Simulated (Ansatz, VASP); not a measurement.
# Rb: VASP beside Ansatz

```
Rb
1.0
     9.00000    0.00000    0.00000
     0.00000    9.30000    0.00000
     0.00000    0.00000    9.60000
Rb
1
Direct
  0.00000 0.00000 0.00000
```

Alike in both runs: task single point; functional PBE; k mesh 1 × 1 × 1; occupations fermi-dirac, width 0.1 eV; collinear spin.

|  | VASP | Ansatz |
| --- | --- | --- |
| version | VASP 6.6.1 | Ansatz 0.2 development build |
| potentials or method | VASP PAW PBE potentials, release 64 (Rb_sv) | scalar-relativistic |
| plane-wave cutoff (eV) | 400 | 630 |

|  | VASP | Ansatz | Ansatz less VASP |
| --- | --- | --- | --- |
| net moment per atom (μB) | 0.10 | 0.00 | -0.095 |

Ansatz's warnings: seeded moment not kept.
